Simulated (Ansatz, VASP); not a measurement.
One calculation of AlN, two programs

Contents of INCAR:

```
SYSTEM = AlN
  PREC = Accurate
  ENCUT = 520
  EDIFF = 1E-7
  ISMEAR = -1
  SIGMA = 0.05
  LREAL = .False.
  LASPH = .True.
  NELM = 100
  ALGO = Normal
  ISIF = 2
  LWAVE = .False.
  LCHARG = .False.
  GGA = PE
  IVDW = 13
  NBANDS = 16
```

Contents of KPOINTS:

```
Automatic mesh
0
Gamma
  10 10 6
  0 0 0
```

The input POSCAR:

```
AlN
1.0
    3.0494515564      0.0000000000      0.0000000000
   -1.5247257782      2.6409025155      0.0000000000
    0.0000000000      0.0000000000      4.8793184075
Al N
2 2
Direct
    0.6666666667      0.3333333333      0.5000000000
    0.3333333333      0.6666666667      0.0000000000
    0.6666666667      0.3333333333      0.8800000000
    0.3333333333      0.6666666667      0.3800000000
```

Contents of input.yaml:

```yaml
crystal:
  lattice:
    - [3.0494515564, 0.0, 0.0]
    - [-1.5247257782, 2.6409025155, 0.0]
    - [0.0, 0.0, 4.8793184075]
  atoms:
    - { symbol: Al, position: [0.6666666667, 0.3333333333, 0.5] }
    - { symbol: Al, position: [0.3333333333, 0.6666666667, 0.0] }
    - { symbol: "N", position: [0.6666666667, 0.3333333333, 0.88] }
    - { symbol: "N", position: [0.3333333333, 0.6666666667, 0.38] }
hamiltonian:
  xc: pbe
  pseudopotentials: { kind: paw }
  dispersion: d4
kpoints:
  mp_grid: { grid: [10, 10, 6] }
scf:
  occupations: { method: fermi_dirac, width: 0.05 }
output:
  forces: true
  stress: true
  eigenvalues: true
  write_density: true
  write_potential: true
  elf: true
  volumetric_format: npy
```

Alike in both runs: task single point; functional PBE; dispersion D4; k mesh 10 × 10 × 6; occupations fermi-dirac, width 0.05 eV; no spin polarisation.

```csv
,VASP,Ansatz
version,VASP 6.6.1,Ansatz 0.2.0
potentials or method,"VASP PAW PBE potentials, release 64 (Al, N)",Ansatz PAW
plane-wave cutoff (eV),520,420
valence electrons in the cell,16,16
```

|  | VASP | Ansatz | Ansatz less VASP |
| --- | --- | --- | --- |
| gap on the k mesh at the Fermi level (eV) | 4.78 | 4.76 | -0.014 |
| least direct gap on the mesh (eV) | 4.78 | 4.76 | -0.014 |
| pressure (GPa) | 12.7 | 12.9 | +0.22 |
| traceless stress, the component that is largest in VASP (GPa) | 0.87 | 0.81 | -0.055 |
| rms of the force components (eV/Å) | 0.103 | 0.103 | -0.0003 |

Atom by atom the forces differ by 0.000 eV/Å (rms over components).
